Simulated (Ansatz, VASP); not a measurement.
**Rh: VASP beside Ansatz**

```xyz
2
Lattice="2.7310 0.0000 0.0000 -1.3655 2.3651 0.0000 0.0000 0.0000 4.4285" Properties=species:S:1:pos:R:3 pbc="T T T"
Rh    1.3655    0.7884    3.3214
Rh    0.0000    1.5767    1.1071
```

Alike in both runs: task single point; functional LDA; k mesh 6 × 6 × 4; occupations gaussian, width 0.1 eV; no spin polarisation.

|  | VASP | Ansatz |
| --- | --- | --- |
| version | VASP 6.6.1 | Ansatz 0.2.0 |
| potentials or method | VASP PAW LDA potentials, release 64 (Rh_pv), cutoff 500 eV | scalar-relativistic, plane waves, PAW |
| valence electrons in the cell | 30 | 34 |

Ansatz gave:

| Quantity | Value |
| --- | --- |
| gap on the k mesh at the Fermi level (eV) | none |
| pressure (GPa) | -19.3 |
| traceless stress, the component that is largest in VASP (GPa) | -3.71 |

Q: What did VASP give for the same quantities?

A: gap on the k mesh at the Fermi level (eV): none; pressure (GPa): -18.6; traceless stress, the component that is largest in VASP (GPa): -3.67.

LDA's correlation is that of Perdew and Zunger in VASP and of Perdew and Wang (1992) in Ansatz. A gap of «none» marks a metal or a gap that the smearing closes. VASP's potentials hold 30 valence electrons a cell and Ansatz's 34, so a difference there can come from the potentials and not from the codes.

The k mesh is coarse, so the values compare programs but aren't converged.
